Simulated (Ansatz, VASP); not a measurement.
**Two plane-wave programs on KF**

The input INCAR:

```
  PREC = Accurate
  ENCUT = 520
  EDIFF = 1E-7
  ISMEAR = 0
  SIGMA = 0.05
  LREAL = False
  LASPH = True
  NELM = 80
  ALGO = Normal
  ISIF = 2
  LWAVE = False
  LCHARG = False
  GGA = PE
  NBANDS = 15
```

File KPOINTS:

```
regular mesh
0
Gamma
  8 8 8
```

POSCAR

```
KF
1.0
    3.7621887305      0.0000000000      0.0000000000
    0.0000000000      3.7621887305      0.0000000000
    0.0000000000      0.0000000000      2.4454226748
K F
1 1
Direct
    0.0000000000      0.0000000000      0.0000000000
    0.5000000000      0.5000000000      0.5000000000
```

Input for Ansatz:

```yaml
crystal:
  lattice:
    - [3.7621887305, 0.0, 0.0]
    - [0.0, 3.7621887305, 0.0]
    - [0.0, 0.0, 2.4454226748]
  atoms:
    - { symbol: K, position: [0.0, 0.0, 0.0] }
    - { symbol: F, position: [0.5, 0.5, 0.5] }
basis:
  ecutwfc: 420
kpoints:
  mp_grid: { grid: [8, 8, 8] }
hamiltonian:
  xc: pbe
scf:
  occupations: { method: gaussian, width: 0.05 }
output:
  forces: true
  stress: true
  eigenvalues: true
```

Alike in both runs: task single point; functional PBE; k mesh 8 × 8 × 8; occupations gaussian, width 0.05 eV; no spin polarisation.

|  | VASP | Ansatz |
| --- | --- | --- |
| version | VASP 6.6.1 | Ansatz 0.2.0 |
| potentials or method | VASP PAW PBE potentials, release 64 (K_sv, F), cutoff 520 eV | scalar-relativistic, plane waves, PAW |
| valence electrons in the cell | 16 | 16 |

```csv
,VASP,Ansatz,Ansatz less VASP
gap on the k mesh at the Fermi level (eV),3.64,3.66,+0.016
least direct gap on the mesh (eV),3.65,3.67,+0.017
pressure (GPa),6.5,6.2,-0.33
"traceless stress, the component that is largest in VASP (GPa)",38.57,37.85,-0.712
```
